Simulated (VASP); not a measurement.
# Mg8HO8 (a cell with a defect) in VASP: a series of runs, part 2 of 2

VASP 6.6.1.

**4. Single point, PBE**

INCAR reads:

```
PREC = Accurate
ENCUT = 520
EDIFF = 1E-6
ISMEAR = 0
SIGMA = 0.02
LREAL = Auto
LASPH = True
NELM = 100
ALGO = Normal
ISIF = 2
LWAVE = False
LCHARG = False
GGA = PE
NBANDS = 46
NELECT = 64.0
```

KPOINTS reads:

```
regular mesh
0
Gamma
  3 3 3
```

POSCAR reads:

```
Mg8HO8
1.0
    0.0000000000      3.8970000000      3.8970000000
    3.8970000000      0.0000000000      3.8970000000
    3.8970000000      3.8970000000      0.0000000000
Mg O H
8 8 1
Direct
    0.0009308442      0.0006231717     -0.0006521683
    0.0024450860      0.0022949705      0.4972241468
    0.0003646395      0.5054711316     -0.0013936361
   -0.0136508853      0.4988918399      0.5094884527
    0.5078620734     -0.0006360021     -0.0021148319
    0.5023486015     -0.0018941493      0.5015818578
    0.5177101617      0.5059608673     -0.0358438542
    0.5127779061      0.5018646395      0.5114107005
    0.2552575058      0.2540478573      0.2467440339
    0.2524121119      0.2507290223      0.7517415961
    0.2711140621      0.7081820631      0.2581284321
    0.2493804208      0.7561843726      0.7463480883
    0.7417444188      0.2576030280      0.2494121119
    0.7580301514      0.2442636644      0.7479837054
    0.7531665384      0.7530962279      0.2494693354
    0.7554077496      0.7551988709      0.7448657942
    0.3652274827      0.4518294842      0.3298684886
```

The run is started by

```
> cat potpaw_PBE.64/Mg/POTCAR potpaw_PBE.64/O/POTCAR potpaw_PBE.64/H/POTCAR > POTCAR
> mpirun -np 1 vasp_std > vasp.out
```

Run time: 7.7 min. Hardware: 1 thread of AMD EPYC 7R13, shared host; peak memory 0.25 GiB.

Results (log left out):

```
Free energy   : -96.9653 eV
Largest force : 1.971 eV/Å
```

Forces in eV/Å, atoms in the order of the input:
```
Mg  -0.083  0.027 -0.037
Mg  -0.043  0.065 -0.041
Mg  -0.069  0.049 -0.024
Mg  -0.004 -0.049 -0.400
Mg  -0.042  0.020 -0.033
Mg   0.070 -0.150  0.154
Mg  -0.243  0.174 -0.238
Mg  -0.142  0.245 -0.146
O   -0.071 -0.005 -0.079
O   -0.039  0.038 -0.042
O   -0.100  0.087 -0.154
O   -0.065  0.050 -0.006
O   -0.263  0.282  0.212
O   -0.133  0.114 -0.156
O   -0.015  0.016 -0.069
O   -0.056 -0.024 -0.090
H    1.298 -0.939  1.148
```

Levels at points of the mesh, in eV from the Fermi level:
| k point | band 29 | band 30 | band 31 | band 32 | band 33 | band 34 | band 35 | band 36 |
| --- | --- | --- | --- | --- | --- | --- | --- | --- |
| (0.00, 0.00, 0.00) | -0.89 | -0.19 | -0.17 | -0.17 | 4.74 | 7.70 | 9.08 | 9.29 |

Caveat: the k points lie up to 0.47 Å⁻¹ apart; the cell carries a net charge on a neutralising background, which shifts energy and pressure; the cell is charged against a uniform background, so pressure and absolute levels hang on convention.

**5. Single point, PBE**

INCAR reads:

```
ALGO = Normal
EDIFF = 1E-6
ENCUT = 520
GGA = PE
ISIF = 2
ISMEAR = 0
LASPH = True
LCHARG = False
LREAL = Auto
LWAVE = False
NBANDS = 46
NELECT = 64.0
NELM = 60
PREC = Accurate
SIGMA = 0.02
```

KPOINTS reads:

```
k-points
0
Gamma
  3 3 3
```

POSCAR reads:

```
Mg8HO8
1.0
    0.0000000000      3.8970000000      3.8970000000
    3.8970000000      0.0000000000      3.8970000000
    3.8970000000      3.8970000000      0.0000000000
Mg O H
8 8 1
Direct
    0.0009926867      0.0015808314      0.0009013344
    0.0008700282      0.0014627919      0.5050576084
    0.0008637413      0.5057498075      0.0007723890
   -0.0214825507      0.5173101103      0.5166259944
    0.5051476777      0.0014630485      0.0007779061
    0.5167041314     -0.0208627149      0.5166109828
    0.5167167052      0.5173063895     -0.0215691558
    0.5009838337      0.5015671029      0.5008922248
    0.2559259687      0.2565366949      0.2558325635
    0.2513375674      0.2519328971      0.7485451629
    0.2513453939      0.7492057993      0.2512555812
    0.2532146523      0.7514604824      0.7507637927
    0.7486386964      0.2519314858      0.2512468566
    0.7508647678      0.2538016423      0.7507729022
    0.7508551450      0.7514602258      0.2531222735
    0.7563464203      0.7569527842      0.7562566076
    0.3289385425      0.3296247113      0.3288597639
```

Potentials or basis: VASP PAW PBE potentials, release 64 (Mg, O, H).

The run is started by

```
> cat potpaw_PBE.64/Mg/POTCAR potpaw_PBE.64/O/POTCAR potpaw_PBE.64/H/POTCAR > POTCAR
> mpirun -np 1 vasp_std > vasp.out
```

OUTCAR:

```text
EDIFF = 1E-6
   ENCUT = 520
   GGA = PE
   ISIF = 2
   ISMEAR = 0
   LASPH = True
   LREAL = Auto
   NELECT = 64.0
   NELM = 60
   PREC = Accurate

 ion  position               nearest neighbor table
   1  0.001  0.002  0.001-  14 1.95  12 1.95  15 1.95  13 1.95  10 1.95  11 1.95   3 2.73   2 2.73
                             5 2.73   4 2.76   6 2.76   7 2.76   6 2.76   7 2.76   4 2.76   5 2.78
   2  0.001  0.001  0.505-  16 1.91  12 1.94  14 1.94  13 1.97  11 1.97   9 1.99   4 2.70   6 2.70
[... 898 lines left out ...]
  Total       45.0471355     45.0421430     45.0480594     -2.1927757     -2.1926041     -2.1989744
  in kB      609.7566555    609.6890773    609.7691606    -29.6813455    -29.6790224    -29.7652508
  external PRESSURE =     609.7382978 kB  Pullay stress =       0.0000000 kB

 VOLUME and BASIS-vectors are now :
 -----------------------------------------------------------------------------
  energy-cutoff  :      520.00
  volume of cell :      118.36
      direct lattice vectors                 reciprocal lattice vectors
     0.000000000  3.897000000  3.897000000    -0.128303823  0.128303823  0.128303823
     3.897000000  0.000000000  3.897000000     0.128303823 -0.128303823  0.128303823
     3.897000000  3.897000000  0.000000000     0.128303823  0.128303823 -0.128303823

 POSITION                                       TOTAL-FORCE (eV/Angst)
 -----------------------------------------------------------------------------------
      0.00967      0.00738      0.01003        -0.015874     -0.015551     -0.016098
      1.97391      1.97160      0.00909         0.003780      0.003959     -0.023514
      1.97392      0.00638      1.97427         0.003781     -0.022270      0.004113
      4.02925      5.82657      5.82924         0.022073     -0.007838     -0.009105
      0.00873      1.97159      1.97426        -0.023438      0.003987      0.003845
      5.82893      4.02683      5.82929        -0.008292      0.022269     -0.008646
[... 9 lines left out ...]
      5.89698      5.89461      5.89733         0.012511      0.011025      0.012428
      2.56611      2.56344      2.56642         0.091882      0.093342      0.092083
 -----------------------------------------------------------------------------------
    total drift:                               -0.000825     -0.000655     -0.001569

  FREE ENERGIE OF THE ION-ELECTRON SYSTEM (eV)
  ---------------------------------------------------
  free  energy   TOTEN  =       -97.3538768166 eV

  energy  without entropy=      -97.3538768166  energy(sigma->0) =      -97.35387682
```

OSZICAR:

```text
N       E                     dE             d eps       ncg     rms          rms(c)
DAV:   1     0.326777331144E+03    0.32678E+03   -0.33967E+04  1352   0.132E+03
DAV:   2    -0.923002974018E+02   -0.41908E+03   -0.40954E+03  1650   0.298E+02
DAV:   3    -0.109858309504E+03   -0.17558E+02   -0.17494E+02  1600   0.613E+01
DAV:   4    -0.109960606206E+03   -0.10230E+00   -0.10223E+00  1552   0.530E+00
DAV:   5    -0.109961163355E+03   -0.55715E-03   -0.55708E-03  1534   0.394E-01    0.211E+01
DAV:   6    -0.975295360138E+02    0.12432E+02   -0.39784E+01  1560   0.309E+01    0.577E+00
DAV:   7    -0.974303399101E+02    0.99196E-01   -0.21354E+00  1528   0.638E+00    0.400E+00
DAV:   8    -0.973769424277E+02    0.53397E-01   -0.34502E-01  1484   0.381E+00    0.102E+00
DAV:   9    -0.973546380069E+02    0.22304E-01   -0.50106E-02  1608   0.130E+00    0.370E-01
DAV:  10    -0.973540236144E+02    0.61439E-03   -0.23649E-02  1444   0.812E-01    0.156E-01
DAV:  11    -0.973537994847E+02    0.22413E-03   -0.14028E-03  1488   0.243E-01    0.612E-02
DAV:  12    -0.973538931580E+02   -0.93673E-04   -0.48537E-04  1568   0.120E-01    0.304E-02
DAV:  13    -0.973538775638E+02    0.15594E-04   -0.70886E-05  1520   0.541E-02    0.102E-02
DAV:  14    -0.973538773281E+02    0.23570E-06   -0.29071E-05  1584   0.279E-02    0.544E-03
DAV:  15    -0.973538768166E+02    0.51143E-06   -0.14871E-06   944   0.799E-03
   1 F= -.97353877E+02 E0= -.97353877E+02  d E =-.624655E-36
```

stdout:

```text
POSCAR found type information on POSCAR MgO H
 POSCAR found :  3 types and      17 ions
 scaLAPACK will be used
 LDA part: xc-table for (Slater+PW92), standard interpolation
 POSCAR, INCAR and KPOINTS ok, starting setup
 FFT: planning ... GRIDC
 FFT: planning ... GRID_SOFT
 FFT: planning ... GRID
 WAVECAR not read
 entering main loop
 the old and the new charge density differ
 old charge density:    65.00000 new   64.00000
    0.211E+01
```

Wall time 8.7 min (1 thread of AMD EPYC 7R13, shared host); peak memory 0.25 GiB.

What came out:

```
Free energy   : -97.3539 eV
Largest force : 0.160 eV/Å
```

Forces on the atoms (eV/Å):
```
Mg  -0.016 -0.016 -0.016
Mg   0.004  0.004 -0.024
Mg   0.004 -0.022  0.004
Mg   0.022 -0.008 -0.009
Mg  -0.023  0.004  0.004
Mg  -0.008  0.022 -0.009
Mg  -0.009 -0.008  0.022
Mg   0.003  0.003  0.003
O   -0.080 -0.082 -0.080
O   -0.002 -0.003  0.005
O   -0.002  0.006 -0.002
O    0.004 -0.003 -0.002
O    0.005 -0.004 -0.003
O   -0.002  0.004 -0.003
O   -0.003 -0.003  0.005
O    0.013  0.011  0.012
H    0.092  0.093  0.092
```

Levels at points of the mesh, in eV from the Fermi level:
| k point | band 28 | band 29 | band 30 | band 31 | band 32 | band 33 | band 34 | band 35 | band 36 | band 37 |
| --- | --- | --- | --- | --- | --- | --- | --- | --- | --- | --- |
| (0.00, 0.00, 0.00) | -0.87 | -0.87 | -0.22 | -0.17 | -0.17 | 5.60 | 7.71 | 9.05 | 9.21 | 9.21 |

Caveat: the k points lie up to 0.47 Å⁻¹ apart; the cell carries a net charge on a neutralising background, which shifts energy and pressure; the cell is charged against a uniform background, so pressure and absolute levels hang on convention.
